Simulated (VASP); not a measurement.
Wanted: the native input for a VASP 6.6.1 run.

* Task: relaxation of shape and atoms at fixed volume
* Functional: PBEsol
* Potentials or basis: VASP PAW PBE potentials, release 64 (Sn_d)
* Cutoff: 600 eV
* k mesh: 14 × 14 × 14
* Occupations: gaussian, width 0.1 eV
* Spin: no spin polarisation
* Dipole correction: no
* Further INCAR settings: ALGO = Fast; EDIFF = 1e-06; IBRION = 2; EDIFFG = -0.01; NSW = 50; ISIF = 4

The structure of Sn lies in POSCAR:

```
Sn
1.0
   -2.8504976448      2.8504976448      1.5545890980
    2.8504976448     -2.8504976448      1.5545890980
    2.8504976448      2.8504976448     -1.5545890980
Sn
2
Direct
    0.7500000000      0.2500000000      0.5000000000
    0.0000000000      0.0000000000      0.0000000000
```

The input as run:

INCAR

```
SYSTEM = Sn
ALGO = Fast
EDIFF = 1E-6
EDIFFG = -0.01
ENCUT = 600
GGA = PS
IBRION = 2
ISIF = 4
ISMEAR = 0
LASPH = .True.
LCHARG = .False.
LREAL = .False.
LWAVE = .False.
NELM = 100
NSW = 50
PREC = Accurate
SIGMA = 0.1
```

KPOINTS

```
k-points
0
Gamma
  14 14 14
  0 0 0
```

Potentials or basis: VASP PAW PBE potentials, release 64 (Sn_d).

The run is started by

```console
$ cat potpaw_PBE.64/Sn_d/POTCAR > POTCAR
$ mpirun -np 1 vasp_std > vasp.out
```

Results of the run:

* Energy gained by relaxing: 0.0 meV/atom
* Ionic steps: 2
* Pressure after relaxing: 4.0 GPa
* Band gap on the k mesh: zero (bands 14 and 15 overlap by 4.45 eV)

Caveat: the PAW data sets were made with another functional, which shifts forces and pressure a little; spin-orbit coupling is left out, which moves the levels of the heavy elements.

It took 4.6 min on 1 thread of Intel(R) Xeon(R) Platinum 8488C (Sapphire Rapids), on a shared host, peak memory 0.38 GiB.
